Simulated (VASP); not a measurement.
# Zr (Im-3m) in VASP: further runs

Zr is run at these levels: r2SCAN; tasks: electric field gradients.

Program: VASP 6.6.1. These are calculated values, not measurements. Logs are shortened: lines on timing, memory, paths and dates and some standing lists are left out, and cuts for length are marked.

## Step 1: The cell of the first run

The structure is cubic, space group Im-3m (No. 229). Conventional cell: a = 3.605 Å, b = 3.605 Å, c = 3.605 Å, α = 90.00°, β = 90.00°, γ = 90.00°. Within 4.1 Å of Zr (site symmetry m-3m) lie 14 Zr at 3.12 to 3.61 Å.

## Step 2: Electric field gradients, r2SCAN (volume scaled by 1.02)

Contents of POSCAR:

```
Zr
1.0
   -1.8027075322      1.8027075322      1.8027075322
    1.8027075322     -1.8027075322      1.8027075322
    1.8027075322      1.8027075322     -1.8027075322
Zr
1
Direct
    0.0000000000      0.0000000000      0.0000000000
```

Contents of INCAR.step1:

```
SYSTEM = Zr
ALGO = Normal
EDIFF = 1E-4
ENCUT = 520
GGA = PE
ISMEAR = -1
LASPH = .TRUE.
LCHARG = .FALSE.
LREAL = .FALSE.
LWAVE = .TRUE.
NBANDS = 12
NELM = 60
PREC = Accurate
SIGMA = 0.05
```

Contents of INCAR.step2:

```
SYSTEM = Zr
ALGO = Normal
EDIFF = 1E-8
ENCUT = 520
ISIF = 2
ISMEAR = -1
ISTART = 1
LASPH = .TRUE.
LCHARG = .FALSE.
LEFG = .TRUE.
LMIXTAU = .TRUE.
LREAL = .FALSE.
LWAVE = .FALSE.
METAGGA = R2SCAN
NBANDS = 12
NELM = 60
PREC = Accurate
SIGMA = 0.05
```

Contents of KPOINTS:

```
k-points
0
G
  13 13 13
  0 0 0
```

Potentials or basis: VASP PAW PBE potentials, release 64 (Zr_sv).

The run is started by

```console
$ cat potpaw_PBE.64/Zr_sv/POTCAR > POTCAR
$ cp INCAR.step1 INCAR
$ mpirun -np 1 vasp_std > vasp.out
$ cp INCAR.step2 INCAR
$ mpirun -np 1 vasp_std > vasp.out
```

OUTCAR:

```text
SYSTEM = Zr
   EDIFF = 1E-8
   ENCUT = 520
   ISIF = 2
   ISMEAR = -1
   ISTART = 1
   LASPH = .TRUE.
   LREAL = .FALSE.
   METAGGA = R2SCAN
   NELM = 60
   PREC = Accurate

 ion  position               nearest neighbor table
   1  0.000  0.000  0.000-

  LATTYP: Found a body centered cubic cell.
 ALAT       =     3.6054150644

  Lattice vectors:

 A1 = (  -1.8027075322,   1.8027075322,   1.8027075322)
 A2 = (   1.8027075322,  -1.8027075322,   1.8027075322)
 A3 = (   1.8027075322,   1.8027075322,  -1.8027075322)

Analysis of symmetry for initial positions (statically):
=====================================================================
 Subroutine PRICEL returns:
 Original cell was already a primitive cell.

 Routine SETGRP: Setting up the symmetry group for a
 body centered cubic supercell.

 Subroutine GETGRP returns: Found 48 space group operations
 (whereof 48 operations were pure point group operations)
 out of a pool of 48 trial point group operations.

The static configuration has the point symmetry O_h .

Analysis of symmetry for dynamics (positions and initial velocities):
=====================================================================
 Subroutine PRICEL returns:
 Original cell was already a primitive cell.

 Routine SETGRP: Setting up the symmetry group for a
 body centered cubic supercell.

 Subroutine GETGRP returns: Found 48 space group operations
 (whereof 48 operations were pure point group operations)
 out of a pool of 48 trial point group operations.

The dynamic configuration has the point symmetry O_h .

 Subroutine INISYM returns: Found 48 space group operations
 (whereof 48 operations are pure point group operations),
 and found     1 'primitive' translations

----------------------------------------------------------------------------------------

                                     Primitive cell

  volume of cell :      23.4334

  direct lattice vectors                    reciprocal lattice vectors
    -1.802707532  1.802707532  1.802707532     0.000000000  0.277360576  0.277360576
     1.802707532 -1.802707532  1.802707532     0.277360576  0.000000000  0.277360576
     1.802707532  1.802707532 -1.802707532     0.277360576  0.277360576  0.000000000

  length of vectors
     3.122381037  3.122381037  3.122381037     0.392247089  0.392247089  0.392247089

  position of ions in fractional coordinates (direct lattice)
     0.000000000  0.000000000  0.000000000

  ion indices of the primitive-cell ions
   primitive index   ion index
                 1           1

----------------------------------------------------------------------------------------

 KPOINTS: k-points

Automatic generation of k-mesh.
 Grid dimensions read from file:
 generate k-points for:   13   13   13

 Generating k-lattice:

  Cartesian coordinates                     Fractional coordinates (reciprocal lattice)
     0.000000000  0.021335429  0.021335429     0.076923077  0.000000000  0.000000000
     0.021335429  0.000000000  0.021335429     0.000000000  0.076923077  0.000000000
     0.021335429  0.021335429  0.000000000     0.000000000  0.000000000  0.076923077

  Length of vectors
     0.030172853  0.030172853  0.030172853

  Shift w.r.t. Gamma in fractional coordinates (k-lattice)
     0.000000000  0.000000000  0.000000000

 Subroutine IBZKPT returns following result:
 ===========================================

 Found     84 irreducible k-points:

 Following reciprocal coordinates:
            Coordinates               Weight
  0.000000  0.000000  0.000000      1.000000
  0.076923  0.000000  0.000000     12.000000
  0.153846  0.000000  0.000000     12.000000
  0.230769  0.000000  0.000000     12.000000
  0.307692  0.000000  0.000000     12.000000
  0.384615  0.000000  0.000000     12.000000
[... 16 lines left out ...]
  0.153846  0.076923  0.076923     24.000000
  0.230769  0.076923  0.076923     24.000000
 [... further k-points ...]
   k-points           NKPTS =     84   k-points in BZ     NKDIM =     84   number of bands    NBANDS=     12
   number of dos      NEDOS =    301   number of ions     NIONS =      1
   total plane-waves  NPLWV =  13824
   dimension x,y,z NGX =    24 NGY =   24 NGZ =   24
   dimension x,y,z NGXF=    48 NGYF=   48 NGZF=   48
   ions per type =               1
   NGX,Y,Z   is equivalent  to a cutoff of  12.78, 12.78, 12.78 a.u.
   NGXF,Y,Z  is equivalent  to a cutoff of  25.56, 25.56, 25.56 a.u.
 SYSTEM =  Zr
   PREC   = accura    normal or accurate (medium, high low for compatibility)
   ISTART =      1    job   : 0-new  1-cont  2-samecut
   ICHARG =      0    charge: 1-file 2-atom 10-const
   ISPIN  =      1    spin polarized calculation?
   LNONCOLLINEAR =      F non collinear calculations
   LSORBIT =      F    spin-orbit coupling
   LASPH  =      T    aspherical Exc in radial PAW
   ENCUT  =  520.0 eV  38.22 Ry    6.18 a.u.   5.81  5.81  5.81*2*pi/ulx,y,z
   NELM   =     60;   NELMIN=  2; NELMDL=  0     # of ELM steps
   EDIFF  = 0.1E-07   stopping-criterion for ELM
   LREAL  =      F    real-space projection
   EDIFFG = 0.1E-06   stopping-criterion for IOM
   NSW    =      0    number of steps for IOM
   IBRION =     -1    ionic relax: 0-MD 1-quasi-New 2-CG
   NFREE  =      0    steps in history (QN), initial steepest desc. (CG)
   ISIF   =      2    stress and relaxation
   ISYM   =      2    0-nonsym 1-usesym 2-fastsym
   POTIM  = 0.5000    time-step for ionic-motion
   TEBEG  =    0.0;   TEEND  =   0.0 temperature during run
   PSTRESS=    0.0 pullay stress
   NELECT =      12.0000    total number of electrons
   NUPDOWN=      -1.0000    fix difference up-down
   EMIN   =  10.00;   EMAX   =-10.00  energy-range for DOS
   EFERMI =   0.00;   METHOD = LEGACY
   ISMEAR =    -1;   SIGMA  =   0.05  broadening in eV -4-tet -1-fermi 0-gaus
   EFERMI_NEDOS =   21; number of points for ismear=-14 and -15
   IALGO  =     38    algorithm
   IMIX   =      4    mixing-type and parameters
     AMIX     =   0.40;   BMIX     =  1.00
     AMIX_MAG =   1.60;   BMIX_MAG =  1.00
  volume/ion in A,a.u.               =      23.43       158.14
  Fermi-wavevector in a.u.,A,eV,Ry     =   1.309755  2.475078 23.340216  1.715457
  Thomas-Fermi vector in A             =   2.440332
   LORBIT       =      0    0 simple, 1 ext, 2 COOP (PROOUT), +10 PAW based schemes
   METAGGA = R2SCAN    functional components
   LHFCALC =     F    Hartree Fock is set to
   AEXX    =    0.0000 exact exchange contribution
   IVDW    =     0    specifies the selected vdW correction
   LEPSILON=     F    determine dielectric tensor
   LRPA    =     F    only Hartree local field effects (RPA)
 non-spin polarized calculation
  energy-cutoff  :      520.00
  volume of cell :       23.43
 maximum number of plane-waves:       646
   NGX = 11   NGY = 11   NGZ = 11

 number of electron      12.0000000 magnetization

 Free energy of the ion-electron system (eV)
  ---------------------------------------------------
  ext. energy  EPLUGINS =         0.00000000
  ---------------------------------------------------
  free energy    TOTEN  =       -22.63475321 eV

  energy without entropy =      -22.61948382  energy(sigma->0) =      -22.62711852

 E-fermi :   8.6784     XC(G=0): -11.9317

 val. band max:        8.6774650685   @ k =  -0.3846  -0.4615   0.0769
 cond. band min:       8.6885150086   @ k =   0.2308   0.2308   0.0000
 fundamental gap:      0.0110499401
 Fermi energy:         8.6783966948

 k-point     1 :       0.0000    0.0000    0.0000
  band No.  band energies     occupation
      1     -41.5544      2.00000
      2     -18.3629      2.00000
      3     -18.3629      2.00000
      4     -18.3629      2.00000
      5       2.9590      2.00000
      6       9.9738      0.00000
      7       9.9738      0.00000
      8       9.9738      0.00000
      9      12.4781      0.00000
     10      12.4781      0.00000
     11      21.5669      0.00000
     12      21.5669      0.00000

 k-point     2 :       0.0769    0.0000    0.0000
  band No.  band energies     occupation
      1     -41.5454      2.00000
      2     -18.4238      2.00000
      3     -18.3812      2.00000
      4     -18.3634      2.00000
      5       3.1680      2.00000
      6       9.8309      0.00000
      7       9.9180      0.00000
      8      10.1725      0.00000
      9      12.2651      0.00000
     10      12.4756      0.00000
     11      21.7454      0.00000
     12      21.9470      0.00000
[... 316 lines left out ...]
 k-point    24 :       0.2308    0.0769    0.0769
  band No.  band energies     occupation
      1     -41.4397      2.00000
      2     -19.0716      2.00000
      3     -18.5752      2.00000
      4     -18.4187      2.00000
      5       5.7299      2.00000
      6       8.4077      1.99113
      7       8.6211      1.51760
      8      12.3402      0.00000
      9      12.7983      0.00000
     10      13.6428      0.00000
     11      21.2624      0.00000
     12      21.7692      0.00000

 [... further k-points ...]
[... 5 lines left out ...]
  --------------------------------------------------------------------------------------
  -------------------------------------------------------------------------------------
  Total       -0.2576025     -0.2576025     -0.2576025      0.0000000      0.0000000      0.0000000
  in kB      -17.6126528    -17.6126528    -17.6126528      0.0000000      0.0000000      0.0000000
  external PRESSURE =     -17.6126528 kB  Pullay stress =       0.0000000 kB

 VOLUME and BASIS-vectors are now :
 -----------------------------------------------------------------------------
  energy-cutoff  :      520.00
  volume of cell :       23.43
      direct lattice vectors                 reciprocal lattice vectors
    -1.802707532  1.802707532  1.802707532     0.000000000  0.277360576  0.277360576
     1.802707532 -1.802707532  1.802707532     0.277360576  0.000000000  0.277360576
     1.802707532  1.802707532 -1.802707532     0.277360576  0.277360576  0.000000000

 POSITION                                       TOTAL-FORCE (eV/Angst)
 -----------------------------------------------------------------------------------
      0.00000      0.00000      0.00000        -0.000000      0.000000      0.000000
 -----------------------------------------------------------------------------------
    total drift:                                0.000000      0.000000      0.000000

  FREE ENERGIE OF THE ION-ELECTRON SYSTEM (eV)
  ---------------------------------------------------
  free  energy   TOTEN  =       -22.6347532080 eV

  energy  without entropy=      -22.6194838232  energy(sigma->0) =      -22.62711852

 Electric field gradients (V/A^2)
---------------------------------------------------------------------
 ion       V_xx      V_yy      V_zz      V_xy      V_xz      V_yz
---------------------------------------------------------------------
   1       0.000     0.000     0.000    -0.000    -0.000    -0.000
---------------------------------------------------------------------

 Electric field gradients after diagonalization (V/A^2)
 (convention: |V_zz| > |V_xx| > |V_yy|)
----------------------------------------------------------------------
 ion       V_xx      V_yy      V_zz     asymmetry (V_yy - V_xx)/ V_zz
----------------------------------------------------------------------
   1       0.000     0.000    -0.000       0.000
----------------------------------------------------------------------

           NMR quadrupolar parameters

 Cq : quadrupolar parameter    Cq=e*Q*V_zz/h
 eta: asymmetry parameters     (V_yy - V_xx)/ V_zz
 Q  : nuclear electric quadrupole moment in mb (millibarn)
----------------------------------------------------------------------
 ion       Cq(MHz)       eta       Q (mb)
----------------------------------------------------------------------
   1      -0.000       0.000       1.000
----------------------------------------------------------------------
```

Wall time 1.9 min (1 thread of Intel Xeon 8259CL, shared host); peak memory 0.16 GiB.

What came out:

| Quantity | Value |
| --- | --- |
| Free energy | -22.6348 eV |
| Pressure | -1.8 GPa |
| Band gap on the k mesh | zero (band 6 reaches 9.97 eV, above the bottom of band 7 at 8.10 eV) |

Levels at points of the mesh, in eV from the Fermi level:
```tsv
k point	band 2	band 3	band 4	band 5	band 6	band 7	band 8	band 9	band 10	band 11
(0.00, 0.00, 0.00)	-27.04	-27.04	-27.04	-5.72	1.30	1.30	1.30	3.80	3.80	12.89
```

Caveat: without QUAD_EFG the Cq values of the log hold for a quadrupole moment of 1 mb, not for the nuclei; the PAW data sets were made with another functional, which shifts forces and pressure a little.

## Step 3: Electric field gradients, r2SCAN (volume scaled by 1.06)

Contents of POSCAR:

```
Zr
1.0
   -1.8259708404      1.8259708404      1.8259708404
    1.8259708404     -1.8259708404      1.8259708404
    1.8259708404      1.8259708404     -1.8259708404
Zr
1
Direct
    0.0000000000      0.0000000000      0.0000000000
```

Contents of INCAR.step1:

```
ALGO = Normal ; EDIFF = 1E-4
ENCUT = 520 ; GGA = PE
ISMEAR = -1 ; LASPH = True
LCHARG = False ; LREAL = False
LWAVE = True ; NBANDS = 12
NELM = 60 ; PREC = Accurate
SIGMA = 0.05
```

Contents of INCAR.step2:

```
ALGO = Normal ; EDIFF = 1E-8
ENCUT = 520 ; ISIF = 2
ISMEAR = -1 ; ISTART = 1
LASPH = True ; LCHARG = False
LEFG = True ; LMIXTAU = True
LREAL = False ; LWAVE = False
METAGGA = R2SCAN ; NBANDS = 12
NELM = 60 ; PREC = Accurate
SIGMA = 0.05
```

Contents of KPOINTS:

```
k-points
0
Gamma
  13 13 13
```

Potentials or basis: VASP PAW PBE potentials, release 64 (Zr_sv).

The run is started by

```console
$ cat potpaw_PBE.64/Zr_sv/POTCAR > POTCAR
$ cp INCAR.step1 INCAR
$ mpirun -np 1 vasp_std > vasp.out
$ cp INCAR.step2 INCAR
$ mpirun -np 1 vasp_std > vasp.out
```

OUTCAR:

```text
EDIFF = 1E-8
   ENCUT = 520
   ISIF = 2
   ISMEAR = -1
   ISTART = 1
   LASPH = True
   LREAL = False
   METAGGA = R2SCAN
   NELM = 60
   PREC = Accurate

 ion  position               nearest neighbor table
   1  0.000  0.000  0.000-

  LATTYP: Found a body centered cubic cell.
 ALAT       =     3.6519416808

  Lattice vectors:

 A1 = (  -1.8259708404,   1.8259708404,   1.8259708404)
 A2 = (   1.8259708404,  -1.8259708404,   1.8259708404)
 A3 = (   1.8259708404,   1.8259708404,  -1.8259708404)

Analysis of symmetry for initial positions (statically):
=====================================================================
 Subroutine PRICEL returns:
 Original cell was already a primitive cell.

 Routine SETGRP: Setting up the symmetry group for a
 body centered cubic supercell.

[... 540 lines left out ...]
  external PRESSURE =     -47.6106676 kB  Pullay stress =       0.0000000 kB

 VOLUME and BASIS-vectors are now :
 -----------------------------------------------------------------------------
  energy-cutoff  :      520.00
  volume of cell :       24.35
      direct lattice vectors                 reciprocal lattice vectors
    -1.825970840  1.825970840  1.825970840     0.000000000  0.273826936  0.273826936
     1.825970840 -1.825970840  1.825970840     0.273826936  0.000000000  0.273826936
     1.825970840  1.825970840 -1.825970840     0.273826936  0.273826936  0.000000000

 POSITION                                       TOTAL-FORCE (eV/Angst)
 -----------------------------------------------------------------------------------
      0.00000      0.00000      0.00000         0.000000     -0.000000      0.000000
 -----------------------------------------------------------------------------------
    total drift:                                0.000000      0.000000     -0.000000

  FREE ENERGIE OF THE ION-ELECTRON SYSTEM (eV)
  ---------------------------------------------------
  free  energy   TOTEN  =       -22.6158931000 eV

  energy  without entropy=      -22.6000572010  energy(sigma->0) =      -22.60797515

 Electric field gradients (V/A^2)
---------------------------------------------------------------------
 ion       V_xx      V_yy      V_zz      V_xy      V_xz      V_yz
---------------------------------------------------------------------
   1       0.000     0.000     0.000    -0.000    -0.000    -0.000
---------------------------------------------------------------------

 Electric field gradients after diagonalization (V/A^2)
 (convention: |V_zz| > |V_xx| > |V_yy|)
----------------------------------------------------------------------
 ion       V_xx      V_yy      V_zz     asymmetry (V_yy - V_xx)/ V_zz
----------------------------------------------------------------------
   1       0.000     0.000    -0.000       0.000
----------------------------------------------------------------------

           NMR quadrupolar parameters

 Cq : quadrupolar parameter    Cq=e*Q*V_zz/h
 eta: asymmetry parameters     (V_yy - V_xx)/ V_zz
 Q  : nuclear electric quadrupole moment in mb (millibarn)
----------------------------------------------------------------------
 ion       Cq(MHz)       eta       Q (mb)
----------------------------------------------------------------------
   1      -0.000       0.000       1.000
----------------------------------------------------------------------
```

OUTCAR.step1:

```text
EDIFF = 1E-4
   ENCUT = 520
   GGA = PE
   ISMEAR = -1
   LASPH = True
[... 574 lines left out ...]

 POSITION                                       TOTAL-FORCE (eV/Angst)
 -----------------------------------------------------------------------------------
      0.00000      0.00000      0.00000        -0.000000      0.000000      0.000000
 -----------------------------------------------------------------------------------
    total drift:                                0.000000      0.000000      0.000000

  FREE ENERGIE OF THE ION-ELECTRON SYSTEM (eV)
  ---------------------------------------------------
  free  energy   TOTEN  =        -8.4178625405 eV

  energy  without entropy=       -8.3997282111  energy(sigma->0) =       -8.40879538
```

It took 2.2 min on 1 thread of Intel Xeon 8259CL, shared host; peak memory 0.16 GiB.

Results:

```yaml
Free_energy: -22.6159 eV
Pressure: -4.8 GPa
Band_gap_on_the_k_mesh: zero (band 6 reaches 9.53 eV, above the bottom of band 7 at 7.72 eV)
```

Levels at points of the mesh, in eV from the Fermi level:
```csv
k point,band 2,band 3,band 4,band 5,band 6,band 7,band 8,band 9,band 10,band 11
"(0.00, 0.00, 0.00)",-27.18,-27.18,-27.18,-5.65,1.28,1.28,1.28,3.68,3.68,12.76
```

Caveat: without QUAD_EFG the Cq values of the log hold for a quadrupole moment of 1 mb, not for the nuclei; the PAW data sets were made with another functional, which shifts forces and pressure a little.
